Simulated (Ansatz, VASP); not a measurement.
NbAs in VASP and in Ansatz

```
CELL_PARAMETERS angstrom
3.42354 0.00000 0.00000
-1.71177 2.96487 0.00000
0.00000 0.00000 8.30444
ATOMIC_POSITIONS crystal
Nb 0.33333 0.66667 0.33855
Nb 0.66667 0.33333 0.83855
As 0.33333 0.66667 0.03458
As 0.66667 0.33333 0.53458
```

Alike in both runs: functional PBE; k mesh 6 × 6 × 4; occupations gaussian, width 0.1 eV; no spin polarisation.

Ansatz relaxed the structure, and its values are those at the end. VASP's run is a single point on that final structure, the one shown.

```csv
,VASP,Ansatz
version,VASP 6.6.1,Ansatz 0.2.0
potentials or method,"VASP PAW PBE potentials, release 64 (Nb_sv, As), cutoff 520 eV","scalar-relativistic, plane waves, PAW"
valence electrons in the cell,36,56
```

|  | VASP | Ansatz | Ansatz less VASP |
| --- | --- | --- | --- |
| gap on the k mesh at the Fermi level (eV) | none | none | - |
| pressure (GPa) | -0.1 | -0.1 | -0.02 |
| rms of the force components (eV/Å) | 0.001 | 0.003 | +0.0019 |

A gap of «none» marks a metal or a gap that the smearing closes. VASP's potentials hold 36 valence electrons a cell and Ansatz's 56, so a difference there can come from the potentials and not from the codes.
